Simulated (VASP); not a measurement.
Crystal: P.

```
CELL_PARAMETERS angstrom
1.65383 -5.49841 0.00000
1.65383 5.49841 0.00000
0.00000 0.00000 4.54689
ATOMIC_POSITIONS crystal
P 0.09551 0.90449 0.91181
P 0.59551 0.40449 0.58819
P 0.90449 0.09551 0.08819
P 0.40449 0.59551 0.41181
```

Base run:

- Program: VASP 6.6.1
- Functional: r2SCAN
- Potentials or basis: VASP PAW PBE potentials, release 64 (P)
- Cutoff: 520 eV
- k mesh: 5 × 5 × 4
- Occupations: fermi-dirac, width 0.05 eV
- Spin: no spin polarisation

Its results: band gap on the k mesh 0.62 eV; pressure -0.6 GPa; largest force 0.105 eV/Å.

Task: The run is repeated on the same cell with these changes: k mesh from 5 × 5 × 4 to 9 × 9 × 7. What comes out?

Result: Band gap on the k mesh 0.40 eV; pressure -0.7 GPa; largest force 0.100 eV/Å.

Caveats: the PAW data sets were made with another functional, which shifts forces and pressure a little.

A k mesh can miss the band edges.
